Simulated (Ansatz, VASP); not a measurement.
# Two plane-wave programs on TaF3

File INCAR:

```
SYSTEM = TaF3
PREC = Accurate
ENCUT = 520
EDIFF = 1E-6
ISMEAR = 0
SIGMA = 0.1
LREAL = .FALSE.
LASPH = .TRUE.
NELM = 80
ALGO = Normal
ISIF = 2
LWAVE = .FALSE.
LCHARG = .TRUE.
GGA = PE
LELF = .TRUE.
LVHAR = .TRUE.
NBANDS = 24
```

File KPOINTS:

```
regular mesh
0
G
  6 6 4
  0 0 0
```

File POSCAR:

```
TaF3
1.0
    3.4670653700      0.0000000000      0.0000000000
    0.0000000000      3.4670653700      0.0000000000
    0.0000000000      0.0000000000      4.8137097800
Ta F
1 3
Direct
    0.5000000000      0.5000000000      0.5000000000
    0.0000000000      0.0000000000      0.5000000000
    0.5000000000      0.5000000000      0.1866085600
    0.5000000000      0.5000000000      0.8133914400
```

Input for Ansatz:

```yaml
crystal:
  lattice:
    - [3.46706537, 0.0, 0.0]
    - [0.0, 3.46706537, 0.0]
    - [0.0, 0.0, 4.81370978]
  atoms:
    - { symbol: Ta, position: [0.5, 0.5, 0.5] }
    - { symbol: F, position: [0.0, 0.0, 0.5] }
    - { symbol: F, position: [0.5, 0.5, 0.18660856] }
    - { symbol: F, position: [0.5, 0.5, 0.81339144] }
basis:
  ecutwfc: 420
kpoints:
  mp_grid: { grid: [6, 6, 4] }
hamiltonian:
  xc: pbe
scf:
  occupations: { method: gaussian, width: 0.1 }
  lower_state_search: "off"
output:
  forces: true
  stress: true
  eigenvalues: true
```

Alike in both runs: task single point; functional PBE; k mesh 6 × 6 × 4; occupations gaussian, width 0.1 eV; no spin polarisation.

|  | VASP | Ansatz |
| --- | --- | --- |
| version | VASP 6.6.1 | Ansatz 0.2.0 |
| potentials or method | VASP PAW PBE potentials, release 64 (Ta_pv, F), cutoff 520 eV | scalar-relativistic, plane waves, PAW |
| valence electrons in the cell | 32 | 34 |

Ansatz gave:

| Quantity | Value |
| --- | --- |
| gap on the k mesh at the Fermi level (eV) | none |
| rms of the force components (eV/Å) | 11.071 |

Estimate VASP's values.

gap on the k mesh at the Fermi level (eV): none; rms of the force components (eV/Å): 11.872.

Atom by atom the forces differ by 0.801 eV/Å (rms over components). A gap of «none» marks a metal or a gap that the smearing closes. VASP's potentials hold 32 valence electrons a cell and Ansatz's 34, so a difference there can come from the potentials and not from the codes.

Neither program's run includes spin-orbit coupling.
